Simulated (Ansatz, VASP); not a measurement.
One calculation of SrTiO3, two programs

```
Sr Ti O
1.0
     3.73958    0.00000    0.00000
     0.00000    4.13322    0.00000
     0.00000    0.00000    3.93640
Sr Ti O
1 1 3
Direct
  0.00000 0.00000 0.00000
  0.50000 0.50000 0.50000
  0.00000 0.50000 0.50000
  0.50000 0.00000 0.50000
  0.50000 0.50000 0.00000
```

Change from the starting cell: strain -0.0500 x Voigt [1, -1, 0, 0, 0, 0], atoms carried along.

Alike in both runs: task single point; functional PBE; k mesh 8 × 8 × 8; occupations gaussian, width 0.05 eV; no spin polarisation.

|  | VASP | Ansatz |
| --- | --- | --- |
| version | VASP 6.6.1 | Ansatz 0.2.0 |
| potentials or method | VASP PAW PBE potentials, release 64 (Sr_sv, Ti_sv, O), cutoff 520 eV | scalar-relativistic, plane waves, PAW |
| valence electrons in the cell | 40 | 40 |

```tsv
	VASP	Ansatz	Ansatz less VASP
gap on the k mesh at the Fermi level (eV)	1.65	1.69	+0.036
least direct gap on the mesh (eV)	2.06	2.08	+0.026
pressure (GPa)	3.1	2.4	-0.64
traceless stress, the component that is largest in VASP (GPa)	12.54	12.36	-0.176
```
